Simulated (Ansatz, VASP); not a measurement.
**Li2S in VASP and in Ansatz**

```
Li S
1.0
     0.00000    2.78485    2.78485
     2.78485    0.00000    2.78485
     2.78485    2.78485    0.00000
Li S
2 1
Direct
  0.75000 0.75000 0.75000
  0.25000 0.25000 0.25000
  0.00000 0.00000 0.00000
```

Alike in both runs: functional PBE; dispersion D3(BJ); k mesh 8 × 8 × 8; occupations gaussian, width 0.02 eV; no spin polarisation.

Ansatz relaxed the structure, and its values are those at the end. VASP's run is a single point on that final structure, the one shown.

|  | VASP | Ansatz |
| --- | --- | --- |
| version | VASP 6.6.1 | Ansatz 0.2.0 |
| potentials or method | VASP PAW PBE potentials, release 64 (Li_sv, S), cutoff 750 eV | scalar-relativistic, plane waves, PAW |
| valence electrons in the cell | 12 | 12 |

|  | VASP | Ansatz | Ansatz less VASP |
| --- | --- | --- | --- |
| gap on the k mesh at the Fermi level (eV) | 3.34 | 3.34 | +0.002 |
| least direct gap on the mesh (eV) | 4.63 | 4.63 | -0.002 |
| pressure (GPa) | -0.2 | 0.0 | +0.15 |
